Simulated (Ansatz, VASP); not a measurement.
## TaN: VASP beside Ansatz

File INCAR:

```
PREC     = Accurate       # precision mode
ENCUT    = 520            # plane-wave cutoff, eV
EDIFF    = 1E-6           # SCF threshold, eV
ISMEAR   = -1             # smearing method
SIGMA    = 0.02           # smearing width, eV
LREAL    = F              # projectors in reciprocal space
LASPH    = T              # aspherical terms in the spheres
NELM     = 60             # most SCF steps
ALGO     = Normal         # electronic algorithm
ISIF     = 2              # what is computed and relaxed
LWAVE    = F              # write WAVECAR
LCHARG   = F              # write CHGCAR
GGA      = PS             # functional
NBANDS   = 15             # bands
```

File KPOINTS:

```
Automatic mesh
0
Gamma
  9 9 9
```

The input POSCAR:

```
TaN
1.0
    0.0000000000      2.2217363401      2.2217363401
    2.2217363401      0.0000000000      2.2217363401
    2.2217363401      2.2217363401      0.0000000000
Ta N
1 1
Direct
    0.5000000000      0.5000000000      0.5000000000
    0.0000000000      0.0000000000      0.0000000000
```

Input for Ansatz:

```yaml
crystal:
  lattice:
    - [0.0, 2.2217363401, 2.2217363401]
    - [2.2217363401, 0.0, 2.2217363401]
    - [2.2217363401, 2.2217363401, 0.0]
  atoms:
    - { symbol: Ta, position: [0.5, 0.5, 0.5] }
    - { symbol: "N", position: [0.0, 0.0, 0.0] }
kpoints:
  mp_grid: { grid: [9, 9, 9] }
  band_path:
    path:
      - [0.0, 0.0, 0.0]
      - [0.5, 0.0, 0.5]
      - [0.625, 0.25, 0.625]
      - [0.375, 0.375, 0.75]
      - [0.0, 0.0, 0.0]
      - [0.5, 0.5, 0.5]
      - [0.5, 0.25, 0.75]
      - [0.5, 0.0, 0.5]
    npoints: 5
scf:
  occupations: { method: fermi_dirac, width: 0.02 }
hamiltonian:
  xc: pbesol
  pseudopotentials: { kind: all_electron, lapw: { basis_error: 0.0005 } }
output:
  forces: true
  stress: true
  eigenvalues: true
```

Change from the starting cell: volume scaled by 1.06.

Alike in both runs: task single point; functional PBEsol; k mesh 9 × 9 × 9; occupations fermi-dirac, width 0.02 eV; no spin polarisation.

|  | VASP | Ansatz |
| --- | --- | --- |
| version | VASP 6.6.1 | Ansatz 0.2.0 |
| potentials or method | VASP PAW PBE potentials, release 64 (Ta_pv, N), cutoff 520 eV | all-electron LAPW, scalar-relativistic |

|  | VASP | Ansatz | Ansatz less VASP |
| --- | --- | --- | --- |
| pressure (GPa) | -14.2 | -14.9 | -0.67 |

VASP's potentials were made for PBE, not for PBEsol. Ansatz ran all-electron here, and VASP with PAW potentials.

Spin-orbit coupling is off throughout.
